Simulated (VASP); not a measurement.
A run of VASP 6.6.1:

Contents of INCAR:

```
ALGO = Fast
EDIFF = 1E-6
ENCUT = 520
GGA = PE
ISIF = 2
ISMEAR = 0
LASPH = True
LCHARG = False
LREAL = False
LWAVE = False
NBANDS = 18
NELM = 100
PREC = Accurate
SIGMA = 0.15
```

The input KPOINTS:

```
k-points
0
Gamma
  18 18 14
```

File POSCAR:

```
CuAu
1.0
    2.6600000000      0.0000000000      0.0000000000
    0.0000000000      2.6600000000      0.0000000000
    0.0000000000      0.0000000000      3.4865000000
Cu Au
1 1
Direct
    0.5000000000      0.5000000000      0.5000000000
    0.0000000000      0.0000000000      0.0000000000
```

Potentials or basis: VASP PAW PBE potentials, release 64 (Cu, Au).

Command:

```sh
$ cat potpaw_PBE.64/Cu/POTCAR potpaw_PBE.64/Au/POTCAR > POTCAR
$ mpirun -np 1 vasp_std > vasp.out
```

Hardware: 1 thread of Intel(R) Xeon(R) 6975P-C (Granite Rapids), with other jobs on the host.

Q: Estimate the wall time of this run.

A: It took 74 s on 1 thread of Intel(R) Xeon(R) 6975P-C (Granite Rapids), on a shared host, peak memory 0.31 GiB. Counts: scf iterations 16, k points 440.
